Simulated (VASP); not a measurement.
Input of a VASP 6.6.1 run:

The input POSCAR:

```
Si
1.0
    2.6947259254      0.0000000000      0.0000000000
   -1.3473629627      2.3337011076      0.0000000000
    0.0000000000      0.0000000000      2.3691091189
Si
1
Direct
    0.0000000000      0.0000000000      0.0000000000
```

The input INCAR.step1:

```
PREC = Accurate
ENCUT = 520
ISMEAR = 0
SIGMA = 0.15
LREAL = F
LASPH = T
NELM = 60
NBANDS = 8
GGA = PE
ALGO = Normal
EDIFF = 1E-4
LWAVE = T
LCHARG = F
```

The input INCAR.step2:

```
PREC = Accurate
ENCUT = 520
EDIFF = 1E-6
ISMEAR = 0
SIGMA = 0.15
LREAL = F
LASPH = T
NELM = 60
ALGO = Normal
ISIF = 2
LWAVE = F
LCHARG = F
METAGGA = R2SCAN
LMIXTAU = T
NBANDS = 8
ISTART = 1
```

Contents of KPOINTS:

```
regular mesh
0
Gamma
  24 24 24
```

Potentials or basis: VASP PAW PBE potentials, release 64 (Si).

Launch:

```console
$ cat potpaw_PBE.64/Si/POTCAR > POTCAR
$ cp INCAR.step1 INCAR
$ mpirun -np 1 vasp_std > vasp.out
$ cp INCAR.step2 INCAR
$ mpirun -np 1 vasp_std > vasp.out
```

**Question.** What does it give for the pressure?

**Answer.** 1.8 GPa.

**Question.** What does it give for the band gap on the k mesh?

**Answer.** Zero (bands 2 and 3 overlap by 13.28 eV).

Stress tensor (GPa, compression positive):
```
-3.27  0.00  0.00
 0.00 -3.27  0.00
 0.00  0.00 12.03
```

Caveat: the cell differs from its parent crystal (strain +0.025 along x and y, -0.050 along z); the stress differs along the axes, from -3 to 12 GPa; the PAW data sets were made with another functional, which shifts forces and pressure a little.
